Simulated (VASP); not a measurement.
Write the native input for VASP 6.6.1 that does the following.

```yaml
Task: single point
Functional: LDA
Potentials_or_basis: VASP PAW LDA potentials, release 64 (Nb_sv)
Cutoff: 520 eV
k_mesh: 18 × 18 × 18
Occupations: methfessel-paxton, width 0.05 eV
Spin: no spin polarisation
Dipole_correction: no
Further_INCAR_settings: ALGO = Normal; EDIFF = 1e-06; NBANDS = 12
```

The structure of Nb lies in POSCAR:

```
Nb
1.0
    0.0000000000      2.0518620395      2.0518620395
    2.0518620395      0.0000000000      2.0518620395
    2.0518620395      2.0518620395      0.0000000000
Nb
1
Direct
    0.0000000000      0.0000000000      0.0000000000
```

One way to write it, as run:

INCAR

```
SYSTEM = Nb
  ALGO = Normal
  EDIFF = 1E-6
  ENCUT = 520
  GGA = CA
  ISIF = 2
  ISMEAR = 1
  LASPH = .TRUE.
  LCHARG = .FALSE.
  LREAL = .FALSE.
  LWAVE = .FALSE.
  NBANDS = 12
  NELM = 80
  PREC = Accurate
  SIGMA = 0.05
```

KPOINTS

```
k-points
0
G
  18 18 18
  0 0 0
```

Potentials or basis: VASP PAW LDA potentials, release 64 (Nb_sv).

Command:

```sh
$ cat potpaw_LDA.64/Nb_sv/POTCAR > POTCAR
$ mpirun -np 1 vasp_std > vasp.out
```

Results of the run:

```yaml
Pressure: 4.8 GPa
```

It took 30 s on 1 thread of Intel Xeon 6975P-C, with other jobs on the host, peak memory 0.16 GiB.
